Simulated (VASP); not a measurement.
Write the native input for VASP 6.6.1 that does the following.

```
Task                   : single point
Functional             : PBE
Potentials or basis    : VASP PAW PBE potentials, release 64 (Sc_sv, Al)
Cutoff                 : 520 eV
k mesh                 : 10 × 10 × 10
Occupations            : gaussian, width 0.05 eV
Spin                   : no spin polarisation
Dipole correction      : no
Further INCAR settings : ALGO = Normal; EDIFF = 1e-06; NBANDS = 18
```

The structure of ScAl3 lies in POSCAR:

```
ScAl3
1.0
    4.0878065700      0.0000000000      0.0000000000
    0.0000000000      4.0878065700      0.0000000000
    0.0000000000      0.0000000000      4.0878065700
Sc Al
1 3
Direct
    0.0000000000      0.0000000000      0.0000000000
    0.5000000000      0.0000000000      0.5000000000
    0.0000000000      0.5000000000      0.5000000000
    0.5000000000      0.5000000000      0.0000000000
```

The input as run:

INCAR

```
SYSTEM = ScAl3
PREC = Accurate
ENCUT = 520
EDIFF = 1E-6
ISMEAR = 0
SIGMA = 0.05
LREAL = .False.
LASPH = .True.
NELM = 60
ALGO = Normal
ISIF = 2
LWAVE = .False.
LCHARG = .False.
GGA = PE
NBANDS = 18
```

KPOINTS

```
Automatic mesh
0
Gamma
  10 10 10
  0 0 0
```

Potentials or basis: VASP PAW PBE potentials, release 64 (Sc_sv, Al).

Command:

```bash
$ cat potpaw_PBE.64/Sc_sv/POTCAR potpaw_PBE.64/Al/POTCAR > POTCAR
$ mpirun -np 1 vasp_std > vasp.out
```

It gave:

| Item | Value |
| --- | --- |
| Pressure | 1.1 GPa |
| Band gap on the k mesh | zero (band 10 reaches 8.14 eV, above the bottom of band 11 at 4.32 eV) |

Run time: 60 s on 1 thread of Intel(R) Xeon(R) Platinum 8259CL CPU @ 2.50GHz (Skylake/Cascade Lake), on a shared host, peak memory 0.21 GiB.
